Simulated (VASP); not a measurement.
Wanted: the native input for a VASP 6.6.1 run.

| Property | Result |
| --- | --- |
| Task | electric field gradients |
| Functional | PBE |
| Potentials or basis | VASP PAW PBE potentials, release 64 (Zn, Cu) |
| Cutoff | 520 eV |
| k mesh | 14 × 14 × 14 |
| Occupations | fermi-dirac, width 0.08 eV |
| Spin | no spin polarisation |
| Dipole correction | no |
| Further INCAR settings | ALGO = Normal; EDIFF = 1e-08; NBANDS = 18 |

The structure of ZnCu lies in POSCAR:

```
ZnCu
1.0
    2.9450000000     -0.0294500000      0.0000000000
   -0.0294500000      2.9450000000      0.0000000000
    0.0000000000      0.0000000000      2.9450000000
Zn Cu
1 1
Direct
    0.5000000000      0.5000000000      0.5000000000
    0.0000000000      0.0000000000      0.0000000000
```

This cell differs from its parent crystal: xy shear strain of -2 %.

One way to write it, as run:

INCAR

```
SYSTEM = ZnCu
  PREC = Accurate
  ENCUT = 520
  EDIFF = 1E-8
  ISMEAR = -1
  SIGMA = 0.08
  LREAL = .False.
  LASPH = .True.
  NELM = 60
  ALGO = Normal
  ISIF = 2
  LWAVE = .False.
  LCHARG = .False.
  GGA = PE
  LEFG = .True.
  NBANDS = 18
```

KPOINTS

```
Automatic mesh
0
Gamma
  14 14 14
  0 0 0
```

Potentials or basis: VASP PAW PBE potentials, release 64 (Zn, Cu).

Command:

```sh
$ cat potpaw_PBE.64/Zn/POTCAR potpaw_PBE.64/Cu/POTCAR > POTCAR
$ mpirun -np 1 vasp_std > vasp.out
```

Results of the run:

The pressure is 2.9 GPa. The band gap on the k mesh is zero (an odd number of electrons rules out a gap without spin polarisation) and the largest electric field gradient by atom is Zn +3.8; Cu +2.5 V/Å².

Caveat: the cell differs from its parent crystal (xy shear strain of -2 %); without QUAD_EFG the Cq values of the log hold for a quadrupole moment of 1 mb, not for the nuclei.

Run time: 3.5 min on 1 thread of Intel Xeon 8259CL (shared host), peak memory 0.33 GiB.
